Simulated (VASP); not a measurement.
TePb, 2 atoms in the cell. The typed cell holds 2 atoms: a = 5.150 Å, b = 5.150 Å, c = 5.150 Å, α = 60.00°, β = 60.00°, γ = 60.00°. 

- Program: VASP 6.6.1
- Task: single point
- Functional: r2SCAN
- Potentials or basis: VASP PAW PBE potentials, release 64 (Pb_d, Te)
- Cutoff: 520 eV
- k mesh: 4 × 4 × 4
- Occupations: fermi-dirac, width 0.052 eV
- Spin: no spin polarisation
- Dipole correction: no
- Further INCAR settings: ALGO = Normal; EDIFF = 1e-06; NBANDS = 17

Potentials or basis: VASP PAW PBE potentials, release 64 (Pb_d, Te).

Launch:

```console
$ cat potpaw_PBE.64/Pb_d/POTCAR potpaw_PBE.64/Te/POTCAR > POTCAR
$ cp INCAR.step1 INCAR
$ mpirun -np 1 vasp_std > vasp.out
$ cp INCAR.step2 INCAR
$ mpirun -np 1 vasp_std > vasp.out
```

Hardware: 1 thread of Intel(R) Xeon(R) Platinum 8559C (Emerald Rapids), with other jobs on the host.

Q: How long does it take, and how much memory?

A: Wall time 2.2 min on 1 thread of Intel(R) Xeon(R) Platinum 8559C (Emerald Rapids) (shared host), peak memory 0.28 GiB. Counts: k points 36.
